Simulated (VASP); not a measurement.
# SbPd3 (Pm-3m) in VASP: notebook

The runs below take SbPd3 through single point, with LDA.

All numbers are computed with VASP 6.6.1; they aren't measurements. Logs are shortened: lines on timing, memory, paths and dates and some standing lists are left out, and cuts for length are marked.

### Step 1. The cell of the first run

The structure is cubic, space group Pm-3m (No. 221). Conventional cell: a = 4.027 Å, b = 4.027 Å, c = 4.027 Å, α = 90.00°, β = 90.00°, γ = 90.00°. Within 3.8 Å of Sb (site symmetry m-3m) lie 12 Pd at 2.85 Å. Within 3.8 Å of Pd (site symmetry 4/mmm) lie 4 Sb at 2.85 Å and 8 Pd at 2.85 Å.

### Step 2. Single point, LDA

Contents of INCAR:

```
PREC = Accurate ; ENCUT = 520
EDIFF = 1E-6 ; ISMEAR = 1
SIGMA = 0.1 ; LREAL = F
LASPH = T ; NELM = 100
ALGO = Normal ; ISIF = 2
LWAVE = F ; LCHARG = F
GGA = CA ; NBANDS = 26
```

Contents of KPOINTS:

```
regular mesh
0
Gamma
  6 6 6
```

Contents of POSCAR:

```
SbPd3
1.0
    4.0265100000      0.0000000000      0.0000000000
    0.0000000000      4.0265100000      0.0000000000
    0.0000000000      0.0000000000      4.0265100000
Sb Pd
1 3
Direct
    0.0000000000      0.0000000000      0.0000000000
    0.0000000000      0.5000000000      0.5000000000
    0.5000000000      0.0000000000      0.5000000000
    0.5000000000      0.5000000000      0.0000000000
```

Potentials or basis: VASP PAW LDA potentials, release 64 (Sb, Pd).

Command:

```
$ cat potpaw_LDA.64/Sb/POTCAR potpaw_LDA.64/Pd/POTCAR > POTCAR
$ mpirun -np 1 vasp_std > vasp.out
```

OUTCAR:

```text
PREC = Accurate
   ENCUT = 520
   EDIFF = 1E-6
   ISMEAR = 1
   LREAL = F
   LASPH = T
   NELM = 100
   ISIF = 2
   GGA = CA

 ion  position               nearest neighbor table
   1  0.000  0.000  0.000-   2 2.85   3 2.85   4 2.85   2 2.85   3 2.85   2 2.85   4 2.85   2 2.85
                             3 2.85   4 2.85   3 2.85   4 2.85
   2  0.000  0.500  0.500-   1 2.85   3 2.85   4 2.85   1 2.85   4 2.85   1 2.85   3 2.85   1 2.85
                             3 2.85   4 2.85   4 2.85   3 2.85
   3  0.500  0.000  0.500-   1 2.85   2 2.85   4 2.85   1 2.85   4 2.85   2 2.85   4 2.85   4 2.85
                             1 2.85   2 2.85   1 2.85   2 2.85
   4  0.500  0.500  0.000-   1 2.85   2 2.85   3 2.85   2 2.85   3 2.85   1 2.85   3 2.85   3 2.85
                             1 2.85   2 2.85   2 2.85   1 2.85

  LATTYP: Found a simple cubic cell.
 ALAT       =     4.0265100000

  Lattice vectors:

 A1 = (   4.0265100000,   0.0000000000,   0.0000000000)
 A2 = (   0.0000000000,   4.0265100000,   0.0000000000)
 A3 = (   0.0000000000,   0.0000000000,   4.0265100000)

Analysis of symmetry for initial positions (statically):
=====================================================================
 Subroutine PRICEL returns:
 Original cell was already a primitive cell.

 Routine SETGRP: Setting up the symmetry group for a
 simple cubic supercell.

 Subroutine GETGRP returns: Found 48 space group operations
 (whereof 48 operations were pure point group operations)
 out of a pool of 48 trial point group operations.

The static configuration has the point symmetry O_h .

Analysis of symmetry for dynamics (positions and initial velocities):
=====================================================================
 Subroutine PRICEL returns:
 Original cell was already a primitive cell.

 Routine SETGRP: Setting up the symmetry group for a
 simple cubic supercell.

 Subroutine GETGRP returns: Found 48 space group operations
 (whereof 48 operations were pure point group operations)
 out of a pool of 48 trial point group operations.

The dynamic configuration has the point symmetry O_h .

 Subroutine INISYM returns: Found 48 space group operations
 (whereof 48 operations are pure point group operations),
 and found     1 'primitive' translations

----------------------------------------------------------------------------------------

                                     Primitive cell

  volume of cell :      65.2809

  direct lattice vectors                    reciprocal lattice vectors
     4.026510000  0.000000000  0.000000000     0.248354034  0.000000000  0.000000000
     0.000000000  4.026510000  0.000000000     0.000000000  0.248354034  0.000000000
     0.000000000  0.000000000  4.026510000     0.000000000  0.000000000  0.248354034

  length of vectors
     4.026510000  4.026510000  4.026510000     0.248354034  0.248354034  0.248354034

  position of ions in fractional coordinates (direct lattice)
     0.000000000  0.000000000  0.000000000
     0.000000000  0.500000000  0.500000000
     0.500000000  0.000000000  0.500000000
     0.500000000  0.500000000  0.000000000

  ion indices of the primitive-cell ions
   primitive index   ion index
                 1           1
                 2           2
                 3           3
                 4           4

----------------------------------------------------------------------------------------

 KPOINTS: regular mesh

Automatic generation of k-mesh.
 Grid dimensions read from file:
 generate k-points for:    6    6    6

 Generating k-lattice:

  Cartesian coordinates                     Fractional coordinates (reciprocal lattice)
     0.041392339  0.000000000  0.000000000     0.166666667  0.000000000  0.000000000
     0.000000000  0.041392339  0.000000000     0.000000000  0.166666667  0.000000000
     0.000000000  0.000000000  0.041392339     0.000000000  0.000000000  0.166666667

  Length of vectors
     0.041392339  0.041392339  0.041392339

  Shift w.r.t. Gamma in fractional coordinates (k-lattice)
     0.000000000  0.000000000  0.000000000

 Subroutine IBZKPT returns following result:
 ===========================================

 Found     20 irreducible k-points:

 Following reciprocal coordinates:
            Coordinates               Weight
  0.000000  0.000000  0.000000      1.000000
  0.166667  0.000000  0.000000      6.000000
  0.333333  0.000000  0.000000      6.000000
  0.500000  0.000000  0.000000      3.000000
  0.166667  0.166667  0.000000     12.000000
  0.333333  0.166667  0.000000     24.000000
[... 12 lines left out ...]
  0.500000  0.500000  0.333333      6.000000
  0.500000  0.500000  0.500000      1.000000
   k-points           NKPTS =     20   k-points in BZ     NKDIM =     20   number of bands    NBANDS=     26
   number of dos      NEDOS =    301   number of ions     NIONS =      4
   total plane-waves  NPLWV =  27000
   dimension x,y,z NGX =    30 NGY =   30 NGZ =   30
   dimension x,y,z NGXF=    60 NGYF=   60 NGZF=   60
   ions per type =               1   3
   NGX,Y,Z   is equivalent  to a cutoff of  12.39, 12.39, 12.39 a.u.
   NGXF,Y,Z  is equivalent  to a cutoff of  24.77, 24.77, 24.77 a.u.
 SYSTEM =  unknown system
   PREC   = accura    normal or accurate (medium, high low for compatibility)
   ISTART =      0    job   : 0-new  1-cont  2-samecut
   ICHARG =      2    charge: 1-file 2-atom 10-const
   ISPIN  =      1    spin polarized calculation?
   LNONCOLLINEAR =      F non collinear calculations
   LSORBIT =      F    spin-orbit coupling
   LASPH  =      T    aspherical Exc in radial PAW
   ENCUT  =  520.0 eV  38.22 Ry    6.18 a.u.   7.49  7.49  7.49*2*pi/ulx,y,z
   NELM   =    100;   NELMIN=  2; NELMDL= -5     # of ELM steps
   EDIFF  = 0.1E-05   stopping-criterion for ELM
   LREAL  =      F    real-space projection
   EDIFFG = 0.1E-04   stopping-criterion for IOM
   NSW    =      0    number of steps for IOM
   IBRION =     -1    ionic relax: 0-MD 1-quasi-New 2-CG
   NFREE  =      0    steps in history (QN), initial steepest desc. (CG)
   ISIF   =      2    stress and relaxation
   ISYM   =      2    0-nonsym 1-usesym 2-fastsym
   POTIM  = 0.5000    time-step for ionic-motion
   TEBEG  =    0.0;   TEEND  =   0.0 temperature during run
   PSTRESS=    0.0 pullay stress
   NELECT =      35.0000    total number of electrons
   NUPDOWN=      -1.0000    fix difference up-down
   EMIN   =  10.00;   EMAX   =-10.00  energy-range for DOS
   EFERMI =   0.00;   METHOD = LEGACY
   ISMEAR =     1;   SIGMA  =   0.10  broadening in eV -4-tet -1-fermi 0-gaus
   EFERMI_NEDOS =   21; number of points for ismear=-14 and -15
   IALGO  =     38    algorithm
   IMIX   =      4    mixing-type and parameters
     AMIX     =   0.40;   BMIX     =  1.00
     AMIX_MAG =   1.60;   BMIX_MAG =  1.00
  volume/ion in A,a.u.               =      16.32       110.13
  Fermi-wavevector in a.u.,A,eV,Ry     =   1.329950  2.513242 24.065545  1.768768
  Thomas-Fermi vector in A             =   2.459074
   LORBIT       =      0    0 simple, 1 ext, 2 COOP (PROOUT), +10 PAW based schemes
   GGA     = CA    functional components
   LHFCALC =     F    Hartree Fock is set to
   AEXX    =    0.0000 exact exchange contribution
   IVDW    =     0    specifies the selected vdW correction
   LEPSILON=     F    determine dielectric tensor
   LRPA    =     F    only Hartree local field effects (RPA)
 non-spin polarized calculation
 Methfessel and Paxton  Order N= 1 SIGMA  =   0.10
  energy-cutoff  :      520.00
  volume of cell :       65.28
 maximum number of plane-waves:      1791
 NGX is ok and might be reduce to    30
   NGX = 15   NGY = 15   NGZ = 15

 number of electron      34.9999973 magnetization

 Free energy of the ion-electron system (eV)
  ---------------------------------------------------
  ext. energy  EPLUGINS =         0.00000000
  ---------------------------------------------------
  free energy    TOTEN  =       -25.75530942 eV

  energy without entropy =      -25.75575903  energy(sigma->0) =      -25.75545929

 E-fermi :  10.7791     XC(G=0): -12.8489

 val. band max:       10.7390014436   @ k =   0.3333   0.3333   0.1667
 cond. band min:      10.8290532095   @ k =   0.1667   0.1667   0.1667
 fundamental gap:      0.0900517659
 Fermi energy:        10.7790811511

 k-point     1 :       0.0000    0.0000    0.0000
  band No.  band energies     occupation
      1      -1.3698      2.00000
      2       5.1129      2.00000
      3       5.8792      2.00000
      4       5.8792      2.00000
      5       6.0204      2.00000
      6       6.0204      2.00000
[... 18 lines left out ...]
     25      18.3601      0.00000
     26      21.0147      0.00000

 k-point     2 :       0.1667    0.0000    0.0000
  band No.  band energies     occupation
      1      -1.1489      2.00000
      2       5.2250      2.00000
      3       5.5549      2.00000
      4       6.0014      2.00000
      5       6.0014      2.00000
      6       6.0931      2.00000
[... 18 lines left out ...]
     25      19.0426      0.00000
     26      20.1219      0.00000

 k-point     3 :       0.3333    0.0000    0.0000
  band No.  band energies     occupation
      1      -0.5927      2.00000
      2       4.2347      2.00000
      3       5.8314      2.00000
      4       5.8782      2.00000
      5       5.8782      2.00000
      6       6.2723      2.00000
[... 18 lines left out ...]
     25      18.9620      0.00000
     26      20.7653      0.00000

 k-point     4 :       0.5000    0.0000    0.0000
  band No.  band energies     occupation
      1      -0.2077      2.00000
      2       3.5189      2.00000
      3       5.7844      2.00000
      4       5.7844      2.00000
      5       6.1421      2.00000
      6       6.3848      2.00000
[... 18 lines left out ...]
     25      18.5460      0.00000
     26      22.6609      0.00000
[... 380 lines left out ...]
      1       0.2373      2.00000
      2       5.0378      2.00000
      3       5.1236      2.00000
      4       6.2995      2.00000
      5       6.3571      2.00000
      6       6.5501      2.00000
[... 18 lines left out ...]
     25      20.5145      0.00000
     26      22.5685      0.00000

 k-point    19 :       0.5000    0.5000    0.3333
  band No.  band energies     occupation
      1       0.2390      2.00000
      2       5.4397      2.00000
      3       5.4397      2.00000
      4       5.9766      2.00000
      5       6.2784      2.00000
      6       6.7123      2.00000
[... 18 lines left out ...]
     25      22.8129      0.00000
     26      22.8129      0.00000

 k-point    20 :       0.5000    0.5000    0.5000
  band No.  band energies     occupation
      1       0.1901      2.00000
      2       5.8126      2.00000
      3       5.8126      2.00000
      4       5.8126      2.00000
      5       6.7866      2.00000
      6       6.7866      2.00000
[... 18 lines left out ...]
     25      22.7310      0.00000
     26      22.7310      0.00000

------------------------ aborting loop because EDIFF is reached ----------------------------------------

  FORCE on cell =-STRESS in cart. coord.  units (eV):
  Direction    XX          YY          ZZ          XY          YZ          ZX
  --------------------------------------------------------------------------------------
  -------------------------------------------------------------------------------------
  Total       -3.4182731     -3.4182731     -3.4182731     -0.0000000      0.0000000      0.0000000
  in kB      -83.8940183    -83.8940183    -83.8940183     -0.0000000      0.0000000      0.0000000
  external PRESSURE =     -83.8940183 kB  Pullay stress =       0.0000000 kB

 VOLUME and BASIS-vectors are now :
 -----------------------------------------------------------------------------
  energy-cutoff  :      520.00
  volume of cell :       65.28
      direct lattice vectors                 reciprocal lattice vectors
     4.026510000  0.000000000  0.000000000     0.248354034  0.000000000  0.000000000
     0.000000000  4.026510000  0.000000000     0.000000000  0.248354034  0.000000000
     0.000000000  0.000000000  4.026510000     0.000000000  0.000000000  0.248354034

 POSITION                                       TOTAL-FORCE (eV/Angst)
 -----------------------------------------------------------------------------------
      0.00000      0.00000      0.00000         0.000000      0.000000      0.000000
      0.00000      2.01326      2.01326         0.000000      0.000000      0.000000
      2.01326      0.00000      2.01326         0.000000      0.000000      0.000000
      2.01326      2.01326      0.00000         0.000000      0.000000      0.000000
 -----------------------------------------------------------------------------------
    total drift:                                0.000000      0.000000     -0.000000

  FREE ENERGIE OF THE ION-ELECTRON SYSTEM (eV)
  ---------------------------------------------------
  free  energy   TOTEN  =       -25.7553094205 eV

  energy  without entropy=      -25.7557590296  energy(sigma->0) =      -25.75545929
```

Run time: 17 s. Hardware: 1 thread of AMD EPYC 7R43 (Zen 3), shared host; peak memory 0.12 GiB.

Results:

```yaml
Free_energy: -25.7553 eV
Pressure: -8.4 GPa
```

Caveat: spin-orbit coupling is left out, which moves the levels of the heavy elements.

(Part 1 of 2 ends here.)
